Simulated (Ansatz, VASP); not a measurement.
# Two plane-wave programs on Au

INCAR

```
PREC = Accurate
ENCUT = 500
EDIFF = 1E-6
ISMEAR = 0
SIGMA = 0.15
LREAL = False
LASPH = True
NELM = 120
ALGO = Normal
ISIF = 2
LWAVE = False
LCHARG = True
GGA = PE
LELF = True
LVHAR = True
NBANDS = 18
GGA_COMPAT = False
```

Contents of KPOINTS:

```
regular mesh
0
Gamma
  18 18 10
```

POSCAR

```
Au
1.0
    2.9534239609      0.0000000000      0.0000000000
   -1.4767119804      2.5577401783      0.0000000000
    0.0000000000      0.0000000000      4.9511562104
Au
2
Direct
    0.1886622649      0.6666666667      0.7500000000
    0.8113377351      0.3333333333      0.2500000000
```

Input for Ansatz:

```yaml
crystal:
  lattice:
    - [2.9534239609, 0.0, 0.0]
    - [-1.4767119804, 2.5577401783, 0.0]
    - [0.0, 0.0, 4.9511562104]
  atoms:
    - { symbol: Au, position: [0.1886622649, 0.6666666667, 0.75] }
    - { symbol: Au, position: [0.8113377351, 0.3333333333, 0.25] }
basis:
  ecutwfc: 420
kpoints:
  mp_grid: { grid: [18, 18, 10] }
hamiltonian:
  xc: pbe
scf:
  occupations: { method: gaussian, width: 0.15 }
output:
  forces: true
  stress: true
  eigenvalues: true
```

Change from the starting cell: mode 4 frozen in at -0.422 Å, equal normal strain along x, y and z +0.0125.

Alike in both runs: task single point; functional PBE; k mesh 18 × 18 × 10; occupations gaussian, width 0.15 eV; no spin polarisation.

```csv
,VASP,Ansatz
version,VASP 6.6.1,Ansatz 0.2.0
potentials or method,"VASP PAW PBE potentials, release 64 (Au), cutoff 500 eV","scalar-relativistic, plane waves, PAW"
valence electrons in the cell,22,38
```

VASP gave:

```
gap on the k mesh at the Fermi level (eV)                     : none
pressure (GPa)                                                : -0.6
traceless stress, the component that is largest in VASP (GPa) : 7.73
rms of the force components (eV/Å)                            : 0.346
```

Estimate Ansatz's values.

gap on the k mesh at the Fermi level (eV): none; pressure (GPa): -0.4; traceless stress, the component that is largest in VASP (GPa): 7.79; rms of the force components (eV/Å): 0.348.

Atom by atom the forces differ by 0.002 eV/Å (rms over components). A gap of «none» marks a metal or a gap that the smearing closes. With one functional, cell and mesh, what is left measures potentials, basis and numerics. VASP's potentials hold 22 valence electrons a cell and Ansatz's 38, so a difference there can come from the potentials and not from the codes.

Neither program's run includes spin-orbit coupling.
